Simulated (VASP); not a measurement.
# TaN (P-62m) in VASP: notebook

The runs below take TaN through single point, with PBEsol.

Everything below comes from runs of VASP 6.6.1. Logs are shortened: lines on timing, memory, paths and dates and some standing lists are left out, and cuts for length are marked.

### 1 The cell of the first run

The structure is hexagonal, space group P-62m (No. 189). Conventional cell: a = 5.136 Å, b = 5.136 Å, c = 2.877 Å, α = 90.00°, β = 90.00°, γ = 120.00°. Ta (site symmetry -6) has 6 N at 2.14 Å and 5 Ta at 2.88 to 2.97 Å within 3.0 Å. Within 2.7 Å of Ta (site symmetry -62m) lie 3 N at 2.03 Å. Within 2.9 Å of N (site symmetry m2m) lie 5 Ta at 2.03 to 2.14 Å and 6 N at 2.73 to 2.88 Å.

### 2 Single point, PBEsol

Input file INCAR:

```
SYSTEM = TaN
PREC = Accurate
ENCUT = 520
EDIFF = 1E-6
ISMEAR = 0
SIGMA = 0.1
LREAL = .False.
LASPH = .True.
NELM = 80
ALGO = Normal
ISIF = 2
LWAVE = .False.
LCHARG = .False.
GGA = PS
NBANDS = 33
```

Input file KPOINTS:

```
Automatic mesh
0
Gamma
  12 12 12
  0 0 0
```

Input file POSCAR:

```
TaN
1.0
    5.1362562816      0.0000000000      0.0000000000
   -2.5681281408      4.4481284202      0.0000000000
    0.0000000000      0.0000000000      2.8767474216
Ta N
3 3
Direct
    0.3333333333      0.6666666667      0.5000000000
    0.6666666667      0.3333333333      0.5000000000
    0.0000000000      0.0000000000      0.0000000000
    0.3943608071      0.0000000000      0.0000000000
    0.6056391929      0.6056391929      0.0000000000
    0.0000000000      0.3943608071      0.0000000000
```

Potentials or basis: VASP PAW PBE potentials, release 64 (Ta_pv, N).

On the command line:

```sh
cat potpaw_PBE.64/Ta_pv/POTCAR potpaw_PBE.64/N/POTCAR > POTCAR
mpirun -np 1 vasp_std > vasp.out
```

OUTCAR:

```text
SYSTEM = TaN
   PREC = Accurate
   ENCUT = 520
   EDIFF = 1E-6
   ISMEAR = 0
   LREAL = .False.
   LASPH = .True.
   NELM = 80
   ISIF = 2
   GGA = PS

 ion  position               nearest neighbor table
   1  0.333  0.667  0.500-   4 2.14   4 2.14   6 2.14   6 2.14   5 2.14   5 2.14   2 2.97   2 2.97
                             2 2.97   3 3.30   3 3.30   3 3.30   3 3.30   3 3.30   3 3.30
   2  0.667  0.333  0.500-   6 2.14   6 2.14   4 2.14   4 2.14   5 2.14   5 2.14   1 2.97   1 2.97
                             1 2.97   3 3.30   3 3.30   3 3.30   3 3.30   3 3.30   3 3.30
   3  0.000  0.000  0.000-   5 2.03   6 2.03   4 2.03   2 3.30   1 3.30   1 3.30   2 3.30   1 3.30
                             1 3.30   2 3.30   2 3.30   2 3.30   2 3.30   1 3.30   1 3.30
   4  0.394  0.000  0.000-   3 2.03   1 2.14   1 2.14   2 2.14   2 2.14
   5  0.606  0.606  0.000-   3 2.03   2 2.14   2 2.14   1 2.14   1 2.14
   6  0.000  0.394  0.000-   3 2.03   2 2.14   2 2.14   1 2.14   1 2.14

  LATTYP: Found a hexagonal cell.
 ALAT       =     5.1362562816
 C/A-ratio  =     0.5600864256

  Lattice vectors:

 A1 = (   5.1362562816,   0.0000000000,   0.0000000000)
 A2 = (  -2.5681281408,   4.4481284202,   0.0000000000)
 A3 = (   0.0000000000,   0.0000000000,   2.8767474216)

Analysis of symmetry for initial positions (statically):
=====================================================================
 Subroutine PRICEL returns:
 Original cell was already a primitive cell.

 Routine SETGRP: Setting up the symmetry group for a
 hexagonal supercell.

 Subroutine GETGRP returns: Found 12 space group operations
 (whereof 12 operations were pure point group operations)
 out of a pool of 24 trial point group operations.

The static configuration has the point symmetry D_3h.

Analysis of symmetry for dynamics (positions and initial velocities):
=====================================================================
 Subroutine PRICEL returns:
 Original cell was already a primitive cell.

 Routine SETGRP: Setting up the symmetry group for a
 hexagonal supercell.

 Subroutine GETGRP returns: Found 12 space group operations
 (whereof 12 operations were pure point group operations)
 out of a pool of 24 trial point group operations.

The dynamic configuration has the point symmetry D_3h.

 Subroutine INISYM returns: Found 12 space group operations
 (whereof 12 operations are pure point group operations),
 and found     1 'primitive' translations

----------------------------------------------------------------------------------------

                                     Primitive cell

  volume of cell :      65.7243

  direct lattice vectors                    reciprocal lattice vectors
     5.136256282  0.000000000  0.000000000     0.194694335  0.112406827  0.000000000
    -2.568128141  4.448128420  0.000000000     0.000000000  0.224813653  0.000000000
     0.000000000  0.000000000  2.876747422     0.000000000  0.000000000  0.347614807

  length of vectors
     5.136256282  5.136256282  2.876747422     0.224813653  0.224813653  0.347614807

  position of ions in fractional coordinates (direct lattice)
     0.333333333  0.666666667  0.500000000
     0.666666667  0.333333333  0.500000000
     0.000000000  0.000000000  0.000000000
     0.394360807  0.000000000  0.000000000
     0.605639193  0.605639193  0.000000000
     1.000000000  0.394360807  0.000000000

  ion indices of the primitive-cell ions
   primitive index   ion index
                 1           1
                 2           2
                 3           3
                 4           4
                 5           5
                 6           6

----------------------------------------------------------------------------------------

 KPOINTS: Automatic mesh

Automatic generation of k-mesh.
 Grid dimensions read from file:
 generate k-points for:   12   12   12

 Generating k-lattice:

  Cartesian coordinates                     Fractional coordinates (reciprocal lattice)
     0.016224528  0.009367236  0.000000000     0.083333333  0.000000000  0.000000000
     0.000000000  0.018734471  0.000000000     0.000000000  0.083333333  0.000000000
     0.000000000  0.000000000  0.028967901     0.000000000  0.000000000  0.083333333

  Length of vectors
     0.018734471  0.018734471  0.028967901

  Shift w.r.t. Gamma in fractional coordinates (k-lattice)
     0.000000000  0.000000000  0.000000000

 Subroutine IBZKPT returns following result:
 ===========================================

 Found    133 irreducible k-points:

 Following reciprocal coordinates:
            Coordinates               Weight
  0.000000  0.000000  0.000000      1.000000
  0.083333  0.000000  0.000000      6.000000
  0.166667 -0.000000  0.000000      6.000000
  0.250000  0.000000  0.000000      6.000000
  0.333333  0.000000  0.000000      6.000000
  0.416667  0.000000  0.000000      6.000000
[... 16 lines left out ...]
  0.250000  0.000000  0.083333     12.000000
  0.333333  0.000000  0.083333     12.000000
 [... further k-points ...]
   k-points           NKPTS =    133   k-points in BZ     NKDIM =    133   number of bands    NBANDS=     33
   number of dos      NEDOS =    301   number of ions     NIONS =      6
   total plane-waves  NPLWV =  38400
   dimension x,y,z NGX =    40 NGY =   40 NGZ =   24
   dimension x,y,z NGXF=    80 NGYF=   80 NGZF=   48
   ions per type =               3   3
   NGX,Y,Z   is equivalent  to a cutoff of  12.95, 12.95, 13.87 a.u.
   NGXF,Y,Z  is equivalent  to a cutoff of  25.89, 25.89, 27.74 a.u.
 SYSTEM =  TaN
   PREC   = accura    normal or accurate (medium, high low for compatibility)
   ISTART =      0    job   : 0-new  1-cont  2-samecut
   ICHARG =      2    charge: 1-file 2-atom 10-const
   ISPIN  =      1    spin polarized calculation?
   LNONCOLLINEAR =      F non collinear calculations
   LSORBIT =      F    spin-orbit coupling
   LASPH  =      T    aspherical Exc in radial PAW
   ENCUT  =  520.0 eV  38.22 Ry    6.18 a.u.   9.55  9.55  5.35*2*pi/ulx,y,z
   NELM   =     80;   NELMIN=  2; NELMDL= -5     # of ELM steps
   EDIFF  = 0.1E-05   stopping-criterion for ELM
   LREAL  =      F    real-space projection
   EDIFFG = 0.1E-04   stopping-criterion for IOM
   NSW    =      0    number of steps for IOM
   IBRION =     -1    ionic relax: 0-MD 1-quasi-New 2-CG
   NFREE  =      0    steps in history (QN), initial steepest desc. (CG)
   ISIF   =      2    stress and relaxation
   ISYM   =      2    0-nonsym 1-usesym 2-fastsym
   POTIM  = 0.5000    time-step for ionic-motion
   TEBEG  =    0.0;   TEEND  =   0.0 temperature during run
   PSTRESS=    0.0 pullay stress
   NELECT =      48.0000    total number of electrons
   NUPDOWN=      -1.0000    fix difference up-down
   EMIN   =  10.00;   EMAX   =-10.00  energy-range for DOS
   EFERMI =   0.00;   METHOD = LEGACY
   ISMEAR =     0;   SIGMA  =   0.10  broadening in eV -4-tet -1-fermi 0-gaus
   EFERMI_NEDOS =   21; number of points for ismear=-14 and -15
   IALGO  =     38    algorithm
   IMIX   =      4    mixing-type and parameters
     AMIX     =   0.40;   BMIX     =  1.00
     AMIX_MAG =   1.60;   BMIX_MAG =  1.00
  volume/ion in A,a.u.               =      10.95        73.92
  Fermi-wavevector in a.u.,A,eV,Ry     =   1.474280  2.785985 29.572287  2.173502
  Thomas-Fermi vector in A             =   2.589071
   LORBIT       =      0    0 simple, 1 ext, 2 COOP (PROOUT), +10 PAW based schemes
   GGA     = PS    functional components
   LHFCALC =     F    Hartree Fock is set to
   AEXX    =    0.0000 exact exchange contribution
   IVDW    =     0    specifies the selected vdW correction
   LEPSILON=     F    determine dielectric tensor
   LRPA    =     F    only Hartree local field effects (RPA)
 non-spin polarized calculation
 Gauss-broadening in eV      SIGMA  =   0.10
  energy-cutoff  :      520.00
  volume of cell :       65.72
 maximum number of plane-waves:      1822
 NGX is ok and might be reduce to    40
   NGX = 19   NGY = 19   NGZ = 11

 number of electron      47.9999997 magnetization

 Free energy of the ion-electron system (eV)
  ---------------------------------------------------
  ext. energy  EPLUGINS =         0.00000000
  ---------------------------------------------------
  free energy    TOTEN  =       -71.40229671 eV

  energy without entropy =      -71.40013173  energy(sigma->0) =      -71.40121422

 E-fermi :   8.6435     XC(G=0): -13.3501

 val. band max:        8.6197769018   @ k =   0.2500   0.0000   0.1667
 cond. band min:       8.6731448446   @ k =   0.1667  -0.0000   0.0000
 fundamental gap:      0.0533679428
 Fermi energy:         8.6434732651

 k-point     1 :       0.0000    0.0000    0.0000
  band No.  band energies     occupation
      1     -27.6226      2.00000
      2     -27.6226      2.00000
      3     -27.2346      2.00000
      4     -27.2346      2.00000
      5     -27.0228      2.00000
      6     -26.8972      2.00000
[... 25 lines left out ...]
     32      11.8911      0.00000
     33      11.8911      0.00000

 k-point     2 :       0.0833    0.0000    0.0000
  band No.  band energies     occupation
      1     -27.6306      2.00000
      2     -27.6221      2.00000
      3     -27.2250      2.00000
      4     -27.2240      2.00000
      5     -27.0208      2.00000
      6     -26.8990      2.00000
[... 25 lines left out ...]
     32      11.8648      0.00000
     33      11.9479      0.00000
[... 754 lines left out ...]
     32      12.2444      0.00000
     33      12.6262      0.00000

 k-point    24 :       0.3333    0.0000    0.0833
  band No.  band energies     occupation
      1     -27.6827      2.00000
      2     -27.5538      2.00000
      3     -27.2136      2.00000
      4     -27.1191      2.00000
      5     -27.0718      2.00000
      6     -26.9878      2.00000
[... 25 lines left out ...]
     32      12.4186      0.00000
     33      12.6155      0.00000

 [... further k-points ...]

------------------------ aborting loop because EDIFF is reached ----------------------------------------

  FORCE on cell =-STRESS in cart. coord.  units (eV):
  Direction    XX          YY          ZZ          XY          YZ          ZX
  --------------------------------------------------------------------------------------
  -------------------------------------------------------------------------------------
  Total        3.7128189      3.7128189      3.6655083      0.0000000      0.0000000      0.0000000
  in kB       90.5083431     90.5083431     89.3550397      0.0000000      0.0000000      0.0000000
  external PRESSURE =      90.1239086 kB  Pullay stress =       0.0000000 kB

 VOLUME and BASIS-vectors are now :
 -----------------------------------------------------------------------------
  energy-cutoff  :      520.00
  volume of cell :       65.72
      direct lattice vectors                 reciprocal lattice vectors
     5.136256282  0.000000000  0.000000000     0.194694335  0.112406827  0.000000000
    -2.568128141  4.448128420  0.000000000     0.000000000  0.224813653  0.000000000
     0.000000000  0.000000000  2.876747422     0.000000000  0.000000000  0.347614807

 POSITION                                       TOTAL-FORCE (eV/Angst)
 -----------------------------------------------------------------------------------
     -0.00000      2.96542      1.43837        -0.000000     -0.000000     -0.000000
      2.56813      1.48271      1.43837        -0.000000      0.000000     -0.000000
      0.00000      0.00000      0.00000        -0.000000     -0.000000     -0.000000
      2.02554      0.00000      0.00000         0.010742     -0.000000      0.000000
      1.55536      2.69396      0.00000        -0.005371     -0.009302     -0.000000
     -1.01277      1.75417      0.00000        -0.005371      0.009302     -0.000000
 -----------------------------------------------------------------------------------
    total drift:                               -0.000001     -0.000002      0.000000

  FREE ENERGIE OF THE ION-ELECTRON SYSTEM (eV)
  ---------------------------------------------------
  free  energy   TOTEN  =       -71.4022967101 eV

  energy  without entropy=      -71.4001317255  energy(sigma->0) =      -71.40121422
```

Wall time 1.7 min (1 thread of Intel Xeon 6975P-C (Granite Rapids), shared host); peak memory 0.35 GiB.

What came out:

```
Free energy            : -71.4023 eV
Pressure               : 9.0 GPa
Largest force          : 0.011 eV/Å
Band gap on the k mesh : zero (bands 24 and 25 overlap by 3.33 eV)
```

Forces on the atoms (eV/Å):
```
Ta   0.000  0.000  0.000
Ta   0.000  0.000  0.000
Ta   0.000  0.000  0.000
N    0.011  0.000  0.000
N   -0.005 -0.009  0.000
N   -0.005  0.009  0.000
```

Stress tensor (GPa, compression positive):
```
9.05 0.00 0.00
0.00 9.05 0.00
0.00 0.00 8.94
```

Caveat: the cell stands under pressure; the PAW data sets were made with another functional, which shifts forces and pressure a little; spin-orbit coupling is left out, which moves the levels of the heavy elements.

### 3 Single point, PBEsol

This run uses another cell than the first one, of 11.11 Å³/atom.

Input file INCAR:

```
PREC = Accurate ; ENCUT = 520
EDIFF = 1E-6 ; ISMEAR = 0
SIGMA = 0.1 ; LREAL = False
LASPH = True ; NELM = 60
ALGO = Normal ; ISIF = 2
LWAVE = False ; LCHARG = False
GGA = PS ; NBANDS = 33
```

Input file KPOINTS:

```
regular mesh
0
Gamma
  12 12 12
```

Input file POSCAR:

```
TaN
1.0
    5.1623983542      0.0000000000      0.0000000000
   -2.5811991771      4.4707681192      0.0000000000
    0.0000000000      0.0000000000      2.8885186691
Ta N
3 3
Direct
    0.3333333333      0.6666666667      0.5000000000
    0.6666666667      0.3333333333      0.5000000000
    0.0000000000      0.0000000000      0.0000000000
    0.3937567018      0.0000000000      0.0000000000
    0.6062432982      0.6062432982      0.0000000000
    0.0000000000      0.3937567018      0.0000000000
```

Potentials or basis: VASP PAW PBE potentials, release 64 (Ta_pv, N).

On the command line:

```sh
cat potpaw_PBE.64/Ta_pv/POTCAR potpaw_PBE.64/N/POTCAR > POTCAR
mpirun -np 1 vasp_std > vasp.out
```

It took 2.2 min on 1 thread of Intel Xeon 6975P-C (Granite Rapids), shared host; peak memory 0.35 GiB.

Results (log left out):

```
Free energy            : -71.4409 eV
Pressure               : 3.9 GPa
Largest force          : 0.010 eV/Å
Band gap on the k mesh : zero (bands 24 and 25 overlap by 3.26 eV)
```

Forces in eV/Å, atoms in the order of the input:
```
Ta   0.000  0.000  0.000
Ta   0.000  0.000  0.000
Ta   0.000  0.000  0.000
N    0.010  0.000  0.000
N   -0.005 -0.008  0.000
N   -0.005  0.008  0.000
```

Stress tensor (GPa, compression positive):
```
3.96 0.00 0.00
0.00 3.96 0.00
0.00 0.00 3.85
```

Levels at points of the mesh, in eV from the Fermi level:
```tsv
k point	band 22	band 23	band 24	band 25	band 26	band 27
(0.00, 0.00, 0.00)	-3.43	-2.05	-1.03	-1.03	0.50	0.50
(0.50, 0.00, 0.00)	-4.03	-2.97	-2.78	1.18	1.75	1.86
(0.00, 0.00, 0.50)	-3.04	-3.04	1.88	1.88	1.98	2.15
(0.50, 0.00, 0.50)	-3.43	-2.08	-1.08	0.43	1.31	3.26
```

Caveat: the cell stands under pressure; the PAW data sets were made with another functional, which shifts forces and pressure a little; spin-orbit coupling is left out, which moves the levels of the heavy elements.

The gap in the log of VASP goes by the Fermi energy; the results here count the filled bands.